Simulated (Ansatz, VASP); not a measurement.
## Two plane-wave programs on Pt

Contents of INCAR:

```
ALGO = Fast
EDIFF = 1E-6
EDIFFG = -0.01
ENCUT = 600
GGA = PE
IBRION = 2
ISIF = 3
ISMEAR = 0
LASPH = True
LCHARG = False
LREAL = False
LWAVE = False
NELM = 60
NSW = 100
PREC = Accurate
SIGMA = 0.1
```

KPOINTS

```
k-points
0
Gamma
  21 21 21
```

File POSCAR:

```
Pt
1.0
    1.9402350527      1.1201952300      1.3760278899
   -1.9402350527      1.1201952300      1.3760278899
    0.0000000000     -2.2403904600      1.3760278899
Pt
1
Direct
    0.5000000000      0.5000000000      0.5000000000
```

Input for Ansatz:

```yaml
crystal:
  lattice:
    - [1.9402350527, 1.12019523, 1.3760278899]
    - [-1.9402350527, 1.12019523, 1.3760278899]
    - [0.0, -2.24039046, 1.3760278899]
  atoms:
    - { symbol: Pt, position: [0.5, 0.5, 0.5] }
basis:
  ecutwfc: 420
kpoints:
  mp_grid: { grid: [21, 21, 21] }
hamiltonian:
  xc: pbe
scf:
  occupations: { method: gaussian, width: 0.1 }
output:
  forces: true
  stress: true
  eigenvalues: true
relax:
  adjacent_minimum: "off"
  f_tol: 0.01
  max_steps: 80
  cell: { stress_tol: 0.05 }
```

Alike in both runs: task relaxation of cell and atoms; functional PBE; k mesh 21 × 21 × 21; occupations gaussian, width 0.1 eV; no spin polarisation.

```csv
,VASP,Ansatz
version,VASP 6.6.1,Ansatz 0.2.0
potentials or method,"VASP PAW PBE potentials, release 64 (Pt), cutoff 600 eV","scalar-relativistic, plane waves, PAW"
valence electrons in the cell,10,18
```

Ansatz gave:

```
gap on the k mesh at the Fermi level, each at its own relaxed structure (eV) : none
relaxed volume (Å³/atom)                                                     : 18.07
relaxed cell length with the largest relative difference (Å)                 : 2.624
```

**Question.** What did VASP give for the same quantities?

**Answer.** gap on the k mesh at the Fermi level, each at its own relaxed structure (eV): none; relaxed volume (Å³/atom): 18.03; relaxed cell length with the largest relative difference (Å): 2.622.

A gap of «none» marks a metal or a gap that the smearing closes. VASP's potentials hold 10 valence electrons a cell and Ansatz's 18, so a difference there can come from the potentials and not from the codes.

Neither program's run includes spin-orbit coupling.
